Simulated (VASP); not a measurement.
Set up this calculation in VASP 6.6.1, as the native input.

| Quantity | Value |
| --- | --- |
| Task | single point |
| Functional | BLYP |
| Potentials or basis | VASP PAW PBE potentials, release 64 (Cd, O) |
| Cutoff | 600 eV |
| k mesh | 10 × 10 × 10 |
| Occupations | fermi-dirac, width 0.05 eV |
| Spin | no spin polarisation |
| Dipole correction | no |
| Further INCAR settings | ALGO = Normal; EDIFF = 1e-06; NBANDS = 16 |

The structure of CdO (Monteponite) lies in POSCAR:

```
CdO
1.0
    0.0000000000      2.3955803263      2.3955803263
    2.3955803263      0.0000000000      2.3955803263
    2.3955803263      2.3955803263      0.0000000000
Cd O
1 1
Direct
    0.0000000000      0.0000000000      0.0000000000
    0.5000000000      0.5000000000      0.5000000000
```

One way to write it, as run:

INCAR

```
SYSTEM = CdO
  PREC = Accurate
  ENCUT = 600
  EDIFF = 1E-6
  ISMEAR = -1
  SIGMA = 0.05
  LREAL = .FALSE.
  LASPH = .TRUE.
  NELM = 120
  ALGO = Normal
  ISIF = 2
  LWAVE = .FALSE.
  LCHARG = .FALSE.
  GGA = B5
  ALDAX = 1.0
  AGGAX = 1.0
  AGGAC = 1.0
  ALDAC = 0.0
  NBANDS = 16
  GGA_COMPAT = .FALSE.
```

KPOINTS

```
Automatic mesh
0
G
  10 10 10
  0 0 0
```

Potentials or basis: VASP PAW PBE potentials, release 64 (Cd, O).

The run is started by

```bash
$ cat potpaw_PBE.64/Cd/POTCAR potpaw_PBE.64/O/POTCAR > POTCAR
$ mpirun -np 1 vasp_std > vasp.out
```

It gave:

```yaml
Pressure: 4.3 GPa
Band_gap_on_the_k_mesh: zero (band 9 reaches 1.88 eV, above the bottom of band 10 at 1.48 eV)
```

Caveat: the PAW data sets were made with another functional, which shifts forces and pressure a little.

It took 20 s on 1 thread of Intel Xeon 6975P-C (shared host), peak memory 0.17 GiB.
